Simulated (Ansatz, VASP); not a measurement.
# Two plane-wave programs on Ta2N

```
CELL_PARAMETERS angstrom
5.30050 0.00000 0.00000
-2.65025 4.59036 0.00000
0.00000 0.00000 4.75242
ATOMIC_POSITIONS crystal
Ta 0.65498 0.65498 0.75260
Ta 0.00000 0.34502 0.75260
Ta 0.34502 0.00000 0.75260
Ta 0.34502 0.34502 0.24740
Ta 0.00000 0.65498 0.24740
Ta 0.65498 0.00000 0.24740
N 0.66667 0.33333 0.50000
N 0.33333 0.66667 0.50000
N 0.00000 0.00000 0.00000
```

Alike in both runs: task single point; functional LDA; k mesh 9 × 9 × 8; occupations gaussian, width 0.15 eV; no spin polarisation.

|  | VASP | Ansatz |
| --- | --- | --- |
| version | VASP 6.6.1 | Ansatz 0.2.0 |
| potentials or method | VASP PAW LDA potentials, release 64 (Ta_pv, N), cutoff 520 eV | scalar-relativistic, plane waves, PAW |
| valence electrons in the cell | 81 | 93 |

|  | VASP | Ansatz | Ansatz less VASP |
| --- | --- | --- | --- |
| gap on the k mesh at the Fermi level (eV) | none | none | - |
| pressure (GPa) | 2.9 | 1.4 | -1.59 |
| traceless stress, the component that is largest in VASP (GPa) | 8.53 | 8.54 | +0.001 |
| rms of the force components (eV/Å) | 0.799 | 0.793 | -0.0063 |

Ansatz warns that its potentials were made for another functional, while VASP's fit it. LDA's correlation is that of Perdew and Zunger in VASP and of Perdew and Wang (1992) in Ansatz. Atom by atom the forces differ by 0.011 eV/Å (rms over components). A gap of «none» marks a metal or a gap that the smearing closes. VASP's potentials hold 81 valence electrons a cell and Ansatz's 93, so a difference there can come from the potentials and not from the codes.

Spin-orbit coupling is off throughout.
